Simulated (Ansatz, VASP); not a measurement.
Given: the input of a run of VASP 6.6.1 on GaGe3.

File INCAR:

```
PREC = Accurate
ENCUT = 520
EDIFF = 1E-6
ISMEAR = -1
SIGMA = 0.05
LREAL = False
LASPH = True
NELM = 100
ALGO = Normal
ISIF = 2
LWAVE = False
LCHARG = False
GGA = CA
NBANDS = 36
```

File KPOINTS:

```
Automatic mesh
0
Gamma
  7 7 7
```

POSCAR

```
GaGe3
1.0
    0.0000000000      3.3413888613      3.3413888613
    3.3413888613      0.0000000000      3.3413888613
    3.3413888613      3.3413888613      0.0000000000
Ge Ga
3 1
Direct
    0.5000000000      0.5000000000      0.5000000000
    0.7500000000      0.7500000000      0.7500000000
    0.2500000000      0.2500000000      0.2500000000
    0.0000000000      0.0000000000      0.0000000000
```

Potentials or basis: VASP PAW LDA potentials, release 64 (Ge_d, Ga_d).

Launch:

```console
$ cat potpaw_LDA.64/Ge_d/POTCAR potpaw_LDA.64/Ga_d/POTCAR > POTCAR
$ mpirun -np 1 vasp_std > vasp.out
```

**Question.** Set up the same calculation for Ansatz 0.2.0. Potentials there: all-electron LAPW, scalar-relativistic.

**Answer.** As run (the cutoff follows the program's own potentials):

File input.yaml:

```yaml
crystal:
  lattice:
    - [0.0, 3.3413888613, 3.3413888613]
    - [3.3413888613, 0.0, 3.3413888613]
    - [3.3413888613, 3.3413888613, 0.0]
  atoms:
    - { symbol: Ge, position: [0.5, 0.5, 0.5] }
    - { symbol: Ge, position: [0.75, 0.75, 0.75] }
    - { symbol: Ge, position: [0.25, 0.25, 0.25] }
    - { symbol: Ga, position: [0.0, 0.0, 0.0] }
kpoints:
  mp_grid: { grid: [7, 7, 7] }
scf:
  occupations: { method: fermi_dirac, width: 0.05 }
hamiltonian:
  xc: lda
  pseudopotentials: { kind: all_electron, lapw: { basis_error: 0.002 } }
output:
  forces: true
  stress: true
  eigenvalues: true
```

Potentials or basis: all-electron LAPW, scalar-relativistic.

Command:

```sh
$ ansatz run input.yaml --threads 2 --pin off --max-ram 8192MiB --backend cpu --events-out ev --progress --plain --runs-dir out
```

Both were run:

|  | VASP | Ansatz | Ansatz less VASP |
| --- | --- | --- | --- |
| gap on the k mesh at the Fermi level (eV) | none | none | - |
| pressure (GPa) | -3.1 | -3.1 | -0.06 |

LDA's correlation is that of Perdew and Zunger in VASP and of Perdew and Wang (1992) in Ansatz. A gap of «none» marks a metal or a gap that the smearing closes. Ansatz ran all-electron here, and VASP with PAW potentials.
